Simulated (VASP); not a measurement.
# LiCl (P6_3mc) in VASP: a series of runs

The runs below take LiCl through single point, with r2SCAN.

Everything below comes from runs of VASP 6.6.1. Logs are shortened: lines on timing, memory, paths and dates and some standing lists are left out, and cuts for length are marked.

## (1) The cell of the first run

Symmetry: P6_3mc, No. 186, hexagonal system. Conventional cell: a = 3.815 Å, b = 3.815 Å, c = 6.097 Å, α = 90.00°, β = 90.00°, γ = 120.00°. Li (site symmetry 3m) has 4 Cl at 2.32 Å within 3.1 Å. Cl (site symmetry 3m) has 4 Li at 2.32 Å within 3.1 Å.

## (2) Single point, r2SCAN (volume changed by -6%)

POSCAR

```
LiCl
1.0
    3.8146886822      0.0000000000      0.0000000000
   -1.9073443411      3.3036173063      0.0000000000
    0.0000000000      0.0000000000      6.0973921751
Li Cl
2 2
Direct
    0.3333333333      0.6666666667     -0.0031270712
    0.6666666667      0.3333333333      0.4968729288
    0.3333333333      0.6666666667      0.3781270712
    0.6666666667      0.3333333333      0.8781270712
```

INCAR.step1

```
SYSTEM = LiCl
  PREC = Accurate
  ENCUT = 520
  ISMEAR = 0
  SIGMA = 0.01
  LREAL = .FALSE.
  LASPH = .TRUE.
  NELM = 100
  NBANDS = 18
  GGA = PE
  ALGO = Normal
  EDIFF = 1E-4
  LWAVE = .TRUE.
  LCHARG = .FALSE.
```

INCAR.step2

```
SYSTEM = LiCl
  PREC = Accurate
  ENCUT = 520
  EDIFF = 1E-7
  ISMEAR = 0
  SIGMA = 0.01
  LREAL = .FALSE.
  LASPH = .TRUE.
  NELM = 100
  ALGO = Normal
  ISIF = 2
  LWAVE = .FALSE.
  LCHARG = .FALSE.
  METAGGA = R2SCAN
  LMIXTAU = .TRUE.
  NBANDS = 18
  ISTART = 1
```

KPOINTS

```
Automatic mesh
0
G
  6 6 4
  0 0 0
```

Potentials or basis: VASP PAW PBE potentials, release 64 (Li_sv, Cl).

The run is started by

```sh
> cat potpaw_PBE.64/Li_sv/POTCAR potpaw_PBE.64/Cl/POTCAR > POTCAR
> cp INCAR.step1 INCAR
> mpirun -np 1 vasp_std > vasp.out
> cp INCAR.step2 INCAR
> mpirun -np 1 vasp_std > vasp.out
```

OUTCAR:

```text
SYSTEM = LiCl
   PREC = Accurate
   ENCUT = 520
   EDIFF = 1E-7
   ISMEAR = 0
   LREAL = .FALSE.
   LASPH = .TRUE.
   NELM = 100
   ISIF = 2
   METAGGA = R2SCAN
   ISTART = 1

 ion  position               nearest neighbor table
   1  0.333  0.667  0.997-   4 2.32   4 2.32   4 2.32   3 2.32
   2  0.667  0.333  0.497-   3 2.32   3 2.32   3 2.32   4 2.32
   3  0.333  0.667  0.378-   2 2.32   2 2.32   2 2.32   1 2.32
   4  0.667  0.333  0.878-   1 2.32   1 2.32   1 2.32   2 2.32

  LATTYP: Found a hexagonal cell.
 ALAT       =     3.8146886822
 C/A-ratio  =     1.5983983709

  Lattice vectors:

 A1 = (   3.8146886822,   0.0000000000,   0.0000000000)
 A2 = (  -1.9073443411,   3.3036173063,   0.0000000000)
 A3 = (   0.0000000000,   0.0000000000,   6.0973921751)

Analysis of symmetry for initial positions (statically):
=====================================================================
 Subroutine PRICEL returns:
 Original cell was already a primitive cell.

 Routine SETGRP: Setting up the symmetry group for a
 hexagonal supercell.

 Subroutine GETGRP returns: Found 12 space group operations
 (whereof  6 operations were pure point group operations)
 out of a pool of 24 trial point group operations.

The static configuration has the point symmetry C_3v.
 The point group associated with its full space group is C_6v.

Analysis of symmetry for dynamics (positions and initial velocities):
=====================================================================
 Subroutine PRICEL returns:
 Original cell was already a primitive cell.

 Routine SETGRP: Setting up the symmetry group for a
 hexagonal supercell.

 Subroutine GETGRP returns: Found 12 space group operations
 (whereof  6 operations were pure point group operations)
 out of a pool of 24 trial point group operations.

The dynamic configuration has the point symmetry C_3v.
 The point group associated with its full space group is C_6v.

 Subroutine INISYM returns: Found 12 space group operations
 (whereof  6 operations are pure point group operations),
 and found     1 'primitive' translations

----------------------------------------------------------------------------------------

                                     Primitive cell

  volume of cell :      76.8410

  direct lattice vectors                    reciprocal lattice vectors
     3.814688682  0.000000000  0.000000000     0.262144590  0.151349250  0.000000000
    -1.907344341  3.303617306  0.000000000     0.000000000  0.302698499  0.000000000
     0.000000000  0.000000000  6.097392175     0.000000000  0.000000000  0.164004540

  length of vectors
     3.814688682  3.814688682  6.097392175     0.302698499  0.302698499  0.164004540

  position of ions in fractional coordinates (direct lattice)
     0.333333333  0.666666667  0.996872929
     0.666666667  0.333333333  0.496872929
     0.333333333  0.666666667  0.378127071
     0.666666667  0.333333333  0.878127071

  ion indices of the primitive-cell ions
   primitive index   ion index
                 1           1
                 2           2
                 3           3
                 4           4

----------------------------------------------------------------------------------------

 KPOINTS: Automatic mesh

Automatic generation of k-mesh.
 Grid dimensions read from file:
 generate k-points for:    6    6    4

 Generating k-lattice:

  Cartesian coordinates                     Fractional coordinates (reciprocal lattice)
     0.043690765  0.025224875  0.000000000     0.166666667  0.000000000  0.000000000
     0.000000000  0.050449750  0.000000000     0.000000000  0.166666667  0.000000000
     0.000000000  0.000000000  0.041001135     0.000000000  0.000000000  0.250000000

  Length of vectors
     0.050449750  0.050449750  0.041001135

  Shift w.r.t. Gamma in fractional coordinates (k-lattice)
     0.000000000  0.000000000  0.000000000

 Subroutine IBZKPT returns following result:
 ===========================================

 Found     21 irreducible k-points:

 Following reciprocal coordinates:
            Coordinates               Weight
  0.000000  0.000000  0.000000      1.000000
  0.166667 -0.000000  0.000000      6.000000
  0.333333  0.000000  0.000000      6.000000
  0.500000 -0.000000  0.000000      3.000000
  0.166667  0.166667  0.000000      6.000000
  0.333333  0.166667  0.000000     12.000000
[... 13 lines left out ...]
  0.333333  0.166667  0.500000     12.000000
  0.333333  0.333333  0.500000      2.000000
   k-points           NKPTS =     21   k-points in BZ     NKDIM =     21   number of bands    NBANDS=     18
   number of dos      NEDOS =    301   number of ions     NIONS =      4
   total plane-waves  NPLWV =  37632
   dimension x,y,z NGX =    28 NGY =   28 NGZ =   48
   dimension x,y,z NGXF=    56 NGYF=   56 NGZF=   96
   ions per type =               2   2
   NGX,Y,Z   is equivalent  to a cutoff of  12.20, 12.20, 13.09 a.u.
   NGXF,Y,Z  is equivalent  to a cutoff of  24.41, 24.41, 26.17 a.u.
 SYSTEM =  LiCl
   PREC   = accura    normal or accurate (medium, high low for compatibility)
   ISTART =      1    job   : 0-new  1-cont  2-samecut
   ICHARG =      0    charge: 1-file 2-atom 10-const
   ISPIN  =      1    spin polarized calculation?
   LNONCOLLINEAR =      F non collinear calculations
   LSORBIT =      F    spin-orbit coupling
   LASPH  =      T    aspherical Exc in radial PAW
   ENCUT  =  520.0 eV  38.22 Ry    6.18 a.u.   7.09  7.09 11.34*2*pi/ulx,y,z
   NELM   =    100;   NELMIN=  2; NELMDL=  0     # of ELM steps
   EDIFF  = 0.1E-06   stopping-criterion for ELM
   LREAL  =      F    real-space projection
   EDIFFG = 0.1E-05   stopping-criterion for IOM
   NSW    =      0    number of steps for IOM
   IBRION =     -1    ionic relax: 0-MD 1-quasi-New 2-CG
   NFREE  =      0    steps in history (QN), initial steepest desc. (CG)
   ISIF   =      2    stress and relaxation
   ISYM   =      2    0-nonsym 1-usesym 2-fastsym
   POTIM  = 0.5000    time-step for ionic-motion
   TEBEG  =    0.0;   TEEND  =   0.0 temperature during run
   PSTRESS=    0.0 pullay stress
   NELECT =      20.0000    total number of electrons
   NUPDOWN=      -1.0000    fix difference up-down
   EMIN   =  10.00;   EMAX   =-10.00  energy-range for DOS
   EFERMI =   0.00;   METHOD = LEGACY
   ISMEAR =     0;   SIGMA  =   0.01  broadening in eV -4-tet -1-fermi 0-gaus
   EFERMI_NEDOS =   21; number of points for ismear=-14 and -15
   IALGO  =     38    algorithm
   IMIX   =      4    mixing-type and parameters
     AMIX     =   0.40;   BMIX     =  1.00
     AMIX_MAG =   1.60;   BMIX_MAG =  1.00
  volume/ion in A,a.u.               =      19.21       129.64
  Fermi-wavevector in a.u.,A,eV,Ry     =   1.045251  1.975238 14.865035  1.092549
  Thomas-Fermi vector in A             =   2.180038
   LORBIT       =      0    0 simple, 1 ext, 2 COOP (PROOUT), +10 PAW based schemes
   METAGGA = R2SCAN    functional components
   LHFCALC =     F    Hartree Fock is set to
   AEXX    =    0.0000 exact exchange contribution
   IVDW    =     0    specifies the selected vdW correction
   LEPSILON=     F    determine dielectric tensor
   LRPA    =     F    only Hartree local field effects (RPA)
 non-spin polarized calculation
 Gauss-broadening in eV      SIGMA  =   0.01
  energy-cutoff  :      520.00
  volume of cell :       76.84
 maximum number of plane-waves:      2097
   NGX = 15   NGY = 15   NGZ = 23

 number of electron      19.9999997 magnetization

 Free energy of the ion-electron system (eV)
  ---------------------------------------------------
  ext. energy  EPLUGINS =         0.00000000
  ---------------------------------------------------
  free energy    TOTEN  =       -25.14934900 eV

  energy without entropy =      -25.14934900  energy(sigma->0) =      -25.14934900

 E-fermi :  -1.0148     XC(G=0):  -8.4181

 val. band max:       -1.1287881833   @ k =   0.0000   0.0000   0.0000
 cond. band min:       5.8477144286   @ k =   0.0000   0.0000   0.0000
 fundamental gap:      6.9765026119
 Fermi energy:        -1.0148074932

 k-point     1 :       0.0000    0.0000    0.0000
  band No.  band energies     occupation
      1     -45.2102      2.00000
      2     -45.2079      2.00000
      3     -14.6449      2.00000
      4     -14.2615      2.00000
      5      -3.4731      2.00000
      6      -1.5979      2.00000
[... 10 lines left out ...]
     17      10.7894      0.00000
     18      11.1209      0.00000

 k-point     2 :       0.1667   -0.0000    0.0000
  band No.  band energies     occupation
      1     -45.2097      2.00000
      2     -45.2078      2.00000
      3     -14.5735      2.00000
      4     -14.2323      2.00000
      5      -3.3191      2.00000
      6      -2.0225      2.00000
[... 10 lines left out ...]
     17      11.0011      0.00000
     18      11.4023      0.00000

 k-point     3 :       0.3333    0.0000    0.0000
  band No.  band energies     occupation
      1     -45.2087      2.00000
      2     -45.2074      2.00000
      3     -14.4106      2.00000
      4     -14.1867      2.00000
      5      -3.0598      2.00000
      6      -2.6712      2.00000
[... 10 lines left out ...]
     17      11.7240      0.00000
     18      12.7530      0.00000

 k-point     4 :       0.5000   -0.0000    0.0000
  band No.  band energies     occupation
      1     -45.2081      2.00000
      2     -45.2073      2.00000
      3     -14.3039      2.00000
      4     -14.1852      2.00000
      5      -3.2900      2.00000
      6      -2.6993      2.00000
[... 10 lines left out ...]
     17      12.0542      0.00000
     18      13.6974      0.00000

 k-point     5 :       0.1667    0.1667    0.0000
  band No.  band energies     occupation
      1     -45.2090      2.00000
      2     -45.2075      2.00000
      3     -14.4555      2.00000
      4     -14.1949      2.00000
      5      -3.0550      2.00000
      6      -2.5254      2.00000
[... 10 lines left out ...]
     17      11.5351      0.00000
     18      11.8579      0.00000

 k-point     6 :       0.3333    0.1667    0.0000
  band No.  band energies     occupation
      1     -45.2081      2.00000
      2     -45.2074      2.00000
      3     -14.3080      2.00000
      4     -14.1810      2.00000
      5      -3.1509      2.00000
      6      -2.6921      2.00000
[... 10 lines left out ...]
     17      11.9022      0.00000
     18      12.7682      0.00000

 k-point     7 :       0.3333    0.3333    0.0000
  band No.  band energies     occupation
      1     -45.2076      2.00000
      2     -45.2076      2.00000
      3     -14.2169      2.00000
      4     -14.2169      2.00000
      5      -3.2084      2.00000
      6      -2.5011      2.00000
[... 10 lines left out ...]
     17      12.2203      0.00000
     18      12.7052      0.00000

 k-point     8 :       0.0000    0.0000    0.2500
  band No.  band energies     occupation
      1     -45.2099      2.00000
      2     -45.2083      2.00000
      3     -14.5930      2.00000
      4     -14.3223      2.00000
      5      -3.1798      2.00000
      6      -1.5451      2.00000
[... 10 lines left out ...]
     17      10.4431      0.00000
     18      10.7106      0.00000
[... 166 lines left out ...]
     17      10.9057      0.00000
     18      10.9057      0.00000

 k-point    17 :       0.3333    0.0000    0.5000
  band No.  band energies     occupation
      1     -45.2081      2.00000
      2     -45.2081      2.00000
      3     -14.3019      2.00000
      4     -14.3019      2.00000
      5      -2.9367      2.00000
      6      -2.9367      2.00000
[... 10 lines left out ...]
     17      11.7050      0.00000
     18      11.7050      0.00000

 k-point    18 :       0.5000   -0.0000    0.5000
  band No.  band energies     occupation
      1     -45.2077      2.00000
      2     -45.2077      2.00000
      3     -14.2458      2.00000
      4     -14.2458      2.00000
      5      -3.2199      2.00000
      6      -3.2199      2.00000
[... 10 lines left out ...]
     17      12.1267      0.00000
     18      12.1267      0.00000

 k-point    19 :       0.1667    0.1667    0.5000
  band No.  band energies     occupation
      1     -45.2082      2.00000
      2     -45.2082      2.00000
      3     -14.3295      2.00000
      4     -14.3295      2.00000
      5      -2.7446      2.00000
      6      -2.7446      2.00000
[... 10 lines left out ...]
     17      11.5495      0.00000
     18      11.5495      0.00000

 k-point    20 :       0.3333    0.1667    0.5000
  band No.  band energies     occupation
      1     -45.2077      2.00000
      2     -45.2077      2.00000
      3     -14.2459      2.00000
      4     -14.2459      2.00000
      5      -3.0573      2.00000
      6      -3.0573      2.00000
[... 10 lines left out ...]
     17      12.4034      0.00000
     18      12.4034      0.00000

 k-point    21 :       0.3333    0.3333    0.5000
  band No.  band energies     occupation
      1     -45.2076      2.00000
      2     -45.2076      2.00000
      3     -14.2173      2.00000
      4     -14.2173      2.00000
      5      -2.8209      2.00000
      6      -2.8209      2.00000
[... 10 lines left out ...]
     17      12.2026      0.00000
     18      12.2026      0.00000

------------------------ aborting loop because EDIFF is reached ----------------------------------------

  FORCE on cell =-STRESS in cart. coord.  units (eV):
  Direction    XX          YY          ZZ          XY          YZ          ZX
  --------------------------------------------------------------------------------------
  -------------------------------------------------------------------------------------
  Total        0.7530011      0.7530011      0.8164904      0.0000000      0.0000000      0.0000000
  in kB       15.7004912     15.7004912     17.0242775      0.0000000      0.0000000      0.0000000
  external PRESSURE =      16.1417533 kB  Pullay stress =       0.0000000 kB

 VOLUME and BASIS-vectors are now :
 -----------------------------------------------------------------------------
  energy-cutoff  :      520.00
  volume of cell :       76.84
      direct lattice vectors                 reciprocal lattice vectors
     3.814688682  0.000000000  0.000000000     0.262144590  0.151349250  0.000000000
    -1.907344341  3.303617306  0.000000000     0.000000000  0.302698499  0.000000000
     0.000000000  0.000000000  6.097392175     0.000000000  0.000000000  0.164004540

 POSITION                                       TOTAL-FORCE (eV/Angst)
 -----------------------------------------------------------------------------------
     -0.00000      2.20241      6.07833        -0.000000     -0.000000     -0.003971
      1.90734      1.10121      3.02963         0.000000      0.000000     -0.003971
     -0.00000      2.20241      2.30559         0.000000     -0.000000      0.003971
      1.90734      1.10121      5.35429        -0.000000     -0.000000      0.003971
 -----------------------------------------------------------------------------------
    total drift:                               -0.000001     -0.000001     -0.038808

  FREE ENERGIE OF THE ION-ELECTRON SYSTEM (eV)
  ---------------------------------------------------
  free  energy   TOTEN  =       -25.1493489953 eV

  energy  without entropy=      -25.1493489953  energy(sigma->0) =      -25.14934900
```

Wall time 58 s (1 thread of Intel Xeon 6975P-C (Granite Rapids), shared host); peak memory 0.19 GiB.

What came out:

```yaml
Free_energy: -25.1493 eV
Largest_force: 0.004 eV/Å
Band_gap_on_the_k_mesh: 6.98 eV, direct
```

Forces in eV/Å, atoms in the order of the input:
```
Li   0.000  0.000 -0.004
Li   0.000  0.000 -0.004
Cl   0.000  0.000  0.004
Cl   0.000  0.000  0.004
```

Caveat: the cutoff is under 1.25 times the usual one of these potentials, so pressure, stress and relaxed cells hold a basis-set (Pulay) error; the PAW data sets were made with another functional, which shifts forces and pressure a little. A k mesh can miss the band edges.

(Continued in part 2 of 2.)
